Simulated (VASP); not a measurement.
# Sn in VASP: single point with PBE

Aim: the single point of Sn with PBE.

All numbers are computed with VASP 6.6.1; they aren't measurements. Logs are shortened: lines on timing, memory, paths and dates and some standing lists are left out, and cuts for length are marked.

**1. The cell of the first run**

The cell holds a slab with vacuum, 10 atoms: a = 4.501 Å, b = 4.501 Å, c = 27.016 Å, α = 90.00°, β = 90.00°, γ = 82.68°.

**2. Single point, PBE**

Input file INCAR:

```
ALGO = Fast ; DIPOL = 0.5 0.5 0.500
EDIFF = 1E-7 ; ENCUT = 520
GGA = PE ; IDIPOL = 3
ISIF = 2 ; ISMEAR = 0
LASPH = T ; LCHARG = T
LDIPOL = T ; LELF = T
LREAL = F ; LVACPOTAV = T
LVHAR = T ; LWAVE = F
NBANDS = 81 ; NELM = 60
PREC = Accurate ; SIGMA = 0.1
```

Input file KPOINTS:

```
k-points
0
Gamma
  8 8 1
```

Input file POSCAR:

```
Sn
1.0
    4.5009974398      0.0000000000      0.0000000000
    0.5736658210      4.4642900308      0.0000000000
    0.0000000000      0.0000000000     27.0156693515
Sn
10
Direct
    0.7739097980      0.7739097980      0.2776166640
    0.2173872474      0.2173872474      0.3037794094
    0.5478195959      0.5478195959      0.3822676456
    0.9912970454      0.9912970454      0.4084303910
    0.3217293939      0.3217293939      0.4869186273
    0.7652068434      0.7652068434      0.5130813727
    0.0956391918      0.0956391918      0.5915696090
    0.5391166413      0.5391166413      0.6177323544
    0.8695489898      0.8695489898      0.6962205906
    0.3130264393      0.3130264393      0.7223833360
```

Potentials or basis: VASP PAW PBE potentials, release 64 (Sn_d).

Run with:

```sh
$ cat potpaw_PBE.64/Sn_d/POTCAR > POTCAR
$ mpirun -np 1 vasp_std > vasp.out
```

OUTCAR:

```text
EDIFF = 1E-7
   ENCUT = 520
   GGA = PE
   ISIF = 2
   ISMEAR = 0
   LASPH = T
   LREAL = F
   NELM = 60
   PREC = Accurate

 ion  position               nearest neighbor table
   1  0.774  0.774  0.278-   2 3.08   2 3.08   2 3.08   3 3.21
   2  0.217  0.217  0.304-   3 3.08   1 3.08   1 3.08   1 3.08   4 3.21
   3  0.548  0.548  0.382-   2 3.08   4 3.08   4 3.08   4 3.08   1 3.21   5 3.21
   4  0.991  0.991  0.408-   3 3.08   3 3.08   3 3.08   5 3.08   2 3.21   6 3.21
   5  0.322  0.322  0.487-   6 3.08   6 3.08   6 3.08   4 3.08   3 3.21   7 3.21
   6  0.765  0.765  0.513-   5 3.08   5 3.08   5 3.08   7 3.08   4 3.21   8 3.21
   7  0.096  0.096  0.592-   8 3.08   8 3.08   8 3.08   6 3.08   9 3.21   5 3.21
   8  0.539  0.539  0.618-   9 3.08   7 3.08   7 3.08   7 3.08  10 3.21   6 3.21
   9  0.870  0.870  0.696-   8 3.08  10 3.08  10 3.08  10 3.08   7 3.21
  10  0.313  0.313  0.722-   9 3.08   9 3.08   9 3.08   8 3.21

  LATTYP: Found a base centered orthorhombic cell.
 ALAT       =     5.9459077627
 B/A-ratio  =     1.1367234713
 C/A-ratio  =     4.5435735685

  Lattice vectors:

 A1 = (  -0.5736658210,  -4.4642900308,   0.0000000000)
 A2 = (   4.5009974398,   0.0000000000,   0.0000000000)
 A3 = (   0.0000000000,   0.0000000000,  27.0156693515)

Analysis of symmetry for initial positions (statically):
=====================================================================
 Subroutine PRICEL returns:
 Original cell was already a primitive cell.

 Routine SETGRP: Setting up the symmetry group for a
 base centered orthorhombic supercell.

 Subroutine GETGRP returns: Found  4 space group operations
 (whereof  2 operations were pure point group operations)
 out of a pool of  8 trial point group operations.

The static configuration has the point symmetry C_1h.
 The point group associated with its full space group is C_2h.

Analysis of symmetry for dynamics (positions and initial velocities):
=====================================================================
 Subroutine PRICEL returns:
 Original cell was already a primitive cell.

 Routine SETGRP: Setting up the symmetry group for a
 base centered orthorhombic supercell.

 Subroutine GETGRP returns: Found  4 space group operations
 (whereof  2 operations were pure point group operations)
 out of a pool of  8 trial point group operations.

The dynamic configuration has the point symmetry C_1h.
 The point group associated with its full space group is C_2h.

 Subroutine INISYM returns: Found  4 space group operations
 (whereof  2 operations are pure point group operations),
 and found     1 'primitive' translations

----------------------------------------------------------------------------------------

                                     Primitive cell

  volume of cell :     542.8463

  direct lattice vectors                    reciprocal lattice vectors
     4.500997440  0.000000000  0.000000000     0.222172977 -0.028549454  0.000000000
     0.573665821  4.464290031  0.000000000     0.000000000  0.223999783  0.000000000
     0.000000000  0.000000000 27.015669352     0.000000000  0.000000000  0.037015555

  length of vectors
     4.500997440  4.500997440 27.015669352     0.223999783  0.223999783  0.037015555

  position of ions in fractional coordinates (direct lattice)
     0.773909798  0.773909798  0.277616664
     0.217387247  0.217387247  0.303779409
     0.547819596  0.547819596  0.382267646
     0.991297045  0.991297045  0.408430391
     0.321729394  0.321729394  0.486918627
     0.765206843  0.765206843  0.513081373
     0.095639192  0.095639192  0.591569609
     0.539116641  0.539116641  0.617732354
     0.869548990  0.869548990  0.696220591
     0.313026439  0.313026439  0.722383336

  ion indices of the primitive-cell ions
   primitive index   ion index
                 1           1
                 2           2
                 3           3
                 4           4
                 5           5
                 6           6
                 7           7
                 8           8
                 9           9
                10          10

----------------------------------------------------------------------------------------

 KPOINTS: k-points

Automatic generation of k-mesh.
 Grid dimensions read from file:
 generate k-points for:    8    8    1

 Generating k-lattice:

  Cartesian coordinates                     Fractional coordinates (reciprocal lattice)
     0.027771622 -0.003568682  0.000000000     0.125000000  0.000000000  0.000000000
     0.000000000  0.027999973  0.000000000     0.000000000  0.125000000  0.000000000
     0.000000000  0.000000000  0.037015555     0.000000000  0.000000000  1.000000000

  Length of vectors
     0.027999973  0.027999973  0.037015555

  Shift w.r.t. Gamma in fractional coordinates (k-lattice)
     0.000000000  0.000000000  0.000000000

 Subroutine IBZKPT returns following result:
 ===========================================

 Found     21 irreducible k-points:

 Following reciprocal coordinates:
            Coordinates               Weight
  0.000000  0.000000  0.000000      1.000000
  0.125000  0.000000  0.000000      4.000000
  0.250000  0.000000  0.000000      4.000000
  0.375000  0.000000  0.000000      4.000000
  0.500000  0.000000  0.000000      2.000000
  0.125000  0.125000  0.000000      2.000000
[... 13 lines left out ...]
 -0.375000  0.375000  0.000000      2.000000
  0.500000  0.500000  0.000000      1.000000
   k-points           NKPTS =     21   k-points in BZ     NKDIM =     21   number of bands    NBANDS=     81
   number of dos      NEDOS =    301   number of ions     NIONS =     10
   total plane-waves  NPLWV = 272160
   dimension x,y,z NGX =    36 NGY =   36 NGZ =  210
   dimension x,y,z NGXF=    72 NGYF=   72 NGZF=  420
   ions per type =              10
   NGX,Y,Z   is equivalent  to a cutoff of  13.30, 13.30, 12.92 a.u.
   NGXF,Y,Z  is equivalent  to a cutoff of  26.59, 26.59, 25.85 a.u.
 SYSTEM =  unknown system
   PREC   = accura    normal or accurate (medium, high low for compatibility)
   ISTART =      0    job   : 0-new  1-cont  2-samecut
   ICHARG =      2    charge: 1-file 2-atom 10-const
   ISPIN  =      1    spin polarized calculation?
   LNONCOLLINEAR =      F non collinear calculations
   LSORBIT =      F    spin-orbit coupling
   LASPH  =      T    aspherical Exc in radial PAW
   ENCUT  =  520.0 eV  38.22 Ry    6.18 a.u.   8.37  8.37 50.23*2*pi/ulx,y,z
   NELM   =     60;   NELMIN=  2; NELMDL= -5     # of ELM steps
   EDIFF  = 0.1E-06   stopping-criterion for ELM
   LREAL  =      F    real-space projection
   EDIFFG = 0.1E-05   stopping-criterion for IOM
   NSW    =      0    number of steps for IOM
   IBRION =     -1    ionic relax: 0-MD 1-quasi-New 2-CG
   NFREE  =      0    steps in history (QN), initial steepest desc. (CG)
   ISIF   =      2    stress and relaxation
   ISYM   =      2    0-nonsym 1-usesym 2-fastsym
   POTIM  = 0.5000    time-step for ionic-motion
   TEBEG  =    0.0;   TEEND  =   0.0 temperature during run
   PSTRESS=    0.0 pullay stress
   NELECT =     140.0000    total number of electrons
   NUPDOWN=      -1.0000    fix difference up-down
   EMIN   =  10.00;   EMAX   =-10.00  energy-range for DOS
   EFERMI =   0.00;   METHOD = LEGACY
   ISMEAR =     0;   SIGMA  =   0.10  broadening in eV -4-tet -1-fermi 0-gaus
   EFERMI_NEDOS =   21; number of points for ismear=-14 and -15
   IALGO  =     68    algorithm
   IMIX   =      4    mixing-type and parameters
     AMIX     =   0.40;   BMIX     =  1.00
     AMIX_MAG =   1.60;   BMIX_MAG =  1.00
  volume/ion in A,a.u.               =      54.28       366.33
  Fermi-wavevector in a.u.,A,eV,Ry     =   1.042058  1.969204 14.774360  1.085885
  Thomas-Fermi vector in A             =   2.176706
   LORBIT       =      0    0 simple, 1 ext, 2 COOP (PROOUT), +10 PAW based schemes
   GGA     = PE    functional components
   LHFCALC =     F    Hartree Fock is set to
   AEXX    =    0.0000 exact exchange contribution
   IVDW    =     0    specifies the selected vdW correction
   LEPSILON=     F    determine dielectric tensor
   LRPA    =     F    only Hartree local field effects (RPA)
 non-spin polarized calculation
 RMM-DIIS sequential band-by-band and
 Gauss-broadening in eV      SIGMA  =   0.10
  energy-cutoff  :      520.00
  volume of cell :      542.85
 maximum number of plane-waves:     14675
 NGX is ok and might be reduce to    36
   NGX = 17   NGY = 17   NGZ =101

 dipolmoment           0.000000      0.000000     -0.000000 electrons x Angstroem

 number of electron     140.0000024 magnetization

 dipolmoment           0.000000      0.000000      0.000000 electrons x Angstroem

 Free energy of the ion-electron system (eV)
  ---------------------------------------------------
  ext. energy  EPLUGINS =         0.00000000
  ---------------------------------------------------
  free energy    TOTEN  =       -36.93986823 eV

  energy without entropy =      -36.91055151  energy(sigma->0) =      -36.92520987

 E-fermi :   1.9630     XC(G=0):  -5.8713

 val. band max:        1.9415676597   @ k =  -0.1250   0.1250   0.0000
 cond. band min:       1.9697772853   @ k =   0.1250   0.1250   0.0000
 fundamental gap:      0.0282096256
 Fermi energy:         1.9629847863

 k-point     1 :       0.0000    0.0000    0.0000
  band No.  band energies     occupation
      1     -19.6372      2.00000
      2     -19.5970      2.00000
      3     -19.5846      2.00000
      4     -19.5606      2.00000
      5     -19.5535      2.00000
      6     -19.5498      2.00000
[... 73 lines left out ...]
     80       5.2204      0.00000
     81       5.3410      0.00000

 k-point     2 :       0.1250    0.0000    0.0000
  band No.  band energies     occupation
      1     -19.6304      2.00000
      2     -19.5901      2.00000
      3     -19.5808      2.00000
      4     -19.5620      2.00000
      5     -19.5502      2.00000
      6     -19.5463      2.00000
[... 73 lines left out ...]
     80       5.3940      0.00000
     81       5.6196      0.00000
[... 1510 lines left out ...]
     80       6.1903      0.00000
     81       6.2786      0.00000

 k-point    21 :       0.5000    0.5000    0.0000
  band No.  band energies     occupation
      1     -19.5813      2.00000
      2     -19.5732      2.00000
      3     -19.5615      2.00000
      4     -19.5336      2.00000
      5     -19.5264      2.00000
      6     -19.5160      2.00000
[... 73 lines left out ...]
     80       5.8915      0.00000
     81       6.2084      0.00000

------------------------ aborting loop because EDIFF is reached ----------------------------------------

  FORCE on cell =-STRESS in cart. coord.  units (eV):
  Direction    XX          YY          ZZ          XY          YZ          ZX
  --------------------------------------------------------------------------------------
  -------------------------------------------------------------------------------------
  Total       -1.8275814     -1.9632089     -1.3728043      0.5277293      0.1776750      0.2019671
  in kB       -5.3939934     -5.7942895     -4.0517471      1.5575603      0.5243968      0.5960935
  external PRESSURE =      -5.0800100 kB  Pullay stress =       0.0000000 kB

 VOLUME and BASIS-vectors are now :
 -----------------------------------------------------------------------------
  energy-cutoff  :      520.00
  volume of cell :      542.85
      direct lattice vectors                 reciprocal lattice vectors
     4.500997440  0.000000000  0.000000000     0.222172977 -0.028549454  0.000000000
     0.573665821  4.464290031  0.000000000     0.000000000  0.223999783  0.000000000
     0.000000000  0.000000000 27.015669352     0.000000000  0.000000000  0.037015555

 POSITION                                       TOTAL-FORCE (eV/Angst)
 -----------------------------------------------------------------------------------
      3.92733      3.45496      7.50000         0.024051      0.021158      0.272646
      1.10317      0.97048      8.20680        -0.067156     -0.059079      0.032608
      2.78000      2.44563     10.32722        -0.009181     -0.008077     -0.231411
      5.03050      4.42544     11.03402         0.051885      0.045644     -0.200402
      1.63267      1.43629     13.15443         0.031195      0.027443      0.121976
      3.88317      3.41611     13.86124        -0.031195     -0.027443     -0.121976
      0.48534      0.42696     15.98165        -0.051885     -0.045644      0.200402
      2.73584      2.40677     16.68845         0.009181      0.008077      0.231411
      4.41267      3.88192     18.80887         0.067156      0.059079     -0.032608
      1.58850      1.39744     19.51567        -0.024051     -0.021158     -0.272646
 -----------------------------------------------------------------------------------
    total drift:                                0.000118      0.000103     -0.000009

  FREE ENERGIE OF THE ION-ELECTRON SYSTEM (eV)
  ---------------------------------------------------
  free  energy   TOTEN  =       -36.9398682309 eV

  energy  without entropy=      -36.9105515089  energy(sigma->0) =      -36.92520987

 vacuum level on the upper side and lower side of the slab         6.026         6.026
```

It took 29 min on 1 thread of Oxide Virtual Turin-like, shared host; peak memory 0.91 GiB.

What came out:

```
Free energy            : -36.9399 eV
Largest force          : 0.275 eV/Å
Band gap on the k mesh : zero (bands 70 and 71 overlap by 2.02 eV)
```

Forces on the atoms (eV/Å):
```
Sn   0.024  0.021  0.273
Sn  -0.067 -0.059  0.033
Sn  -0.009 -0.008 -0.231
Sn   0.052  0.046 -0.200
Sn   0.031  0.027  0.122
Sn  -0.031 -0.027 -0.122
Sn  -0.052 -0.046  0.200
Sn   0.009  0.008  0.231
Sn   0.067  0.059 -0.033
Sn  -0.024 -0.021 -0.273
```

Caveat: spin-orbit coupling is left out, which moves the levels of the heavy elements.

The gap in the log of VASP goes by the Fermi energy; the results here count the filled bands.